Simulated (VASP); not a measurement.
BeS:

```
CELL_PARAMETERS angstrom
0.00000 2.44106 2.44106
2.44106 0.00000 2.44106
2.44106 2.44106 0.00000
ATOMIC_POSITIONS crystal
S 0.75000 0.75000 0.75000
Be 0.00000 0.00000 0.00000
```

Base run:

```yaml
Program: VASP 6.6.1
Functional: r2SCAN
Potentials_or_basis: VASP PAW PBE potentials, release 64 (S, Be)
Cutoff: 520 eV
k_mesh: 9 × 9 × 9
Occupations: fermi-dirac, width 0.05 eV
Spin: no spin polarisation
```

Its results: band gap on the k mesh 3.71 eV, indirect (least direct gap 6.27 eV); pressure -0.5 GPa.

Task: After a change of settings the same cell gave: band gap on the k mesh 3.04 eV, indirect (least direct gap 5.51 eV); pressure -4.9 GPa. Which change was it?
A. functional from r2SCAN to LDA; potentials or basis from VASP PAW PBE potentials, release 64 (S, Be) to VASP PAW LDA potentials, release 64 (S, Be)
B. functional from r2SCAN to PBEsol
C. cutoff from 520 eV to 660 eV
D. functional from r2SCAN to PBE0; k mesh from 9 × 9 × 9 to 6 × 6 × 6

Result: A.

Caveats: the PAW data sets were made with another functional, which shifts forces and pressure a little (some runs).
